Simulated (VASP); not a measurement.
Here is a VASP 6.6.1 calculation.

File INCAR:

```
PREC = Accurate ; ENCUT = 600
EDIFF = 1E-6 ; ISMEAR = 0
SIGMA = 0.1 ; LREAL = False
LASPH = True ; NELM = 80
ALGO = Normal ; ISIF = 3
LWAVE = False ; LCHARG = False
GGA = PE ; IBRION = 2
NSW = 90 ; EDIFFG = -0.04
```

KPOINTS

```
Automatic mesh
0
Gamma
  4 4 4
```

File POSCAR:

```
LaO6
1.0
    4.3024586900      0.0000000000      0.0000000000
    0.0000000000      4.3024586900      0.0000000000
    0.0000000000      0.0000000000      4.3024586900
La O
1 6
Direct
    0.0000000000      0.0000000000      0.0000000000
    0.7998858100      0.5000000000      0.5000000000
    0.2001141900      0.5000000000      0.5000000000
    0.5000000000      0.5000000000      0.7998858100
    0.5000000000      0.5000000000      0.2001141900
    0.5000000000      0.2001141900      0.5000000000
    0.5000000000      0.7998858100      0.5000000000
```

Potentials or basis: VASP PAW PBE potentials, release 64 (La, O).

Command:

```console
$ cat potpaw_PBE.64/La/POTCAR potpaw_PBE.64/O/POTCAR > POTCAR
$ mpirun -np 1 vasp_std > vasp.out
```

Question: Predict the band gap on the k mesh.

Answer: Zero (an odd number of electrons rules out a gap without spin polarisation).

Question: What does it give for the space group after relaxing (to 0.1 Å)?

Answer: Pm-3m (No. 221).

Question: Estimate the relaxed volume.

Answer: 14.66 Å³/atom.

Question: What does it give for the relaxed cell?

Answer: a = 4.682 Å, b = 4.682 Å, c = 4.682 Å, α = 90.00°, β = 90.00°, γ = 90.00°.

Step by step:
```
step  energy change (eV)  largest force (eV/Å)  pressure (GPa)  volume (Å³)
   1              0.0000                7.9277           35.78        79.64
   2             -1.2337               26.0038           35.19       112.67
   3             -8.8273                0.2709            2.96        98.51
   4             -8.8229                0.6201            3.26        98.92
   5             -8.7700                1.2974           -2.95       103.99
   6             -8.8359                0.1238            1.01       100.60
   7             -8.8365                0.2382            0.62       100.90
   8             -8.8439                0.0212            0.02       102.62
```

Caveat: the k points lie up to 0.34 Å⁻¹ apart in the final cell, too coarse for converged energies and pressures of a metal; the volume moved by over 15 % at a fixed basis, so the end points are rough; spin-orbit coupling is left out, which moves the levels of the heavy elements; an odd number of electrons without spin polarisation forces a metal; a magnetic or distorted state may lie lower.
